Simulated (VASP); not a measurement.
A run of VASP 6.6.1:

File INCAR:

```
PREC = Accurate ; ENCUT = 500
EDIFF = 1E-6 ; ISMEAR = -4
SIGMA = 0.05 ; LREAL = False
LASPH = True ; NELM = 120
ALGO = Normal ; ISIF = 2
LWAVE = False ; LCHARG = False
GGA = CA ; NBANDS = 11
GGA_COMPAT = False
```

File KPOINTS:

```
Automatic mesh
0
Gamma
  10 10 10
```

POSCAR

```
BP
1.0
    0.0000000000      2.4505200000      2.4505200000
    2.4505200000      0.0000000000      2.4505200000
    2.4505200000      2.4505200000      0.0000000000
B P
1 1
Direct
    0.0000000000      0.0000000000      0.0000000000
    0.7500000000      0.7500000000      0.7500000000
```

Potentials or basis: VASP PAW LDA potentials, release 64 (B, P).

Launch:

```console
$ cat potpaw_LDA.64/B/POTCAR potpaw_LDA.64/P/POTCAR > POTCAR
$ mpirun -np 1 vasp_std > vasp.out
```

Hardware: 1 thread of AMD EPYC 9R45 96-Core Processor (Zen 5), with other jobs on the host.

Problem. How long does it take, and how much memory?

Solution. Wall time 8.2 s on 1 thread of AMD EPYC 9R45 96-Core Processor (Zen 5), on a shared host, peak memory 0.11 GiB. Counts: scf iterations 12, k points 47.
